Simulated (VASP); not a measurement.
Set up this calculation in VASP 6.6.1, as the native input.

```yaml
Task: relaxation of cell and atoms
Functional: PBE
Potentials_or_basis: VASP PAW PBE potentials, release 64 (Y_sv, W_sv)
Cutoff: 600 eV
k_mesh: 4 × 4 × 4
Occupations: gaussian, width 0.1 eV
Spin: no spin polarisation
Dipole_correction: no
Further_INCAR_settings: ALGO = Normal; EDIFF = 1e-07; IBRION = 2; EDIFFG = -0.04; NSW = 90; ISIF = 3
```

The structure of YW3 lies in POSCAR:

```
YW3
1.0
    4.1805386069      0.0000000000      0.0000000000
    0.0000000000      4.1805386069      0.0000000000
    0.0000000000      0.0000000000      4.1805386069
Y W
1 3
Direct
    0.0000000000      0.0000000000      0.0000000000
    0.0000000000      0.5000000000      0.5000000000
    0.5000000000      0.0000000000      0.5000000000
    0.5000000000      0.5000000000      0.0000000000
```

The input as run:

INCAR

```
SYSTEM = YW3
ALGO = Normal
EDIFF = 1E-7
EDIFFG = -0.04
ENCUT = 600
GGA = PE
IBRION = 2
ISIF = 3
ISMEAR = 0
LASPH = .True.
LCHARG = .False.
LREAL = .False.
LWAVE = .False.
NELM = 80
NSW = 90
PREC = Accurate
SIGMA = 0.1
```

KPOINTS

```
k-points
0
Gamma
  4 4 4
  0 0 0
```

Potentials or basis: VASP PAW PBE potentials, release 64 (Y_sv, W_sv).

Run with:

```sh
$ cat potpaw_PBE.64/Y_sv/POTCAR potpaw_PBE.64/W_sv/POTCAR > POTCAR
$ mpirun -np 1 vasp_std > vasp.out
```

Results of the run:

```
Relaxed volume                        : 18.71 Å³/atom
Relaxed cell                          : a = 4.214 Å, b = 4.214 Å, c = 4.214 Å, α = 90.00°, β = 90.00°, γ = 90.00°
Space group after relaxing (to 0.1 Å) : Pm-3m (No. 221)
Energy gained by relaxing             : 5.8 meV/atom
Ionic steps                           : 3
Pressure after relaxing               : -0.1 GPa
Band gap on the k mesh                : zero (an odd number of electrons rules out a gap without spin polarisation)
```

Caveat: the k points lie up to 0.37 Å⁻¹ apart in the final cell, too coarse for converged energies and pressures of a metal; spin-orbit coupling is left out, which moves the levels of the heavy elements.

It took 81 s on 1 thread of Oxide Virtual Turin-like Processor, with other jobs on the host, peak memory 0.2 GiB.
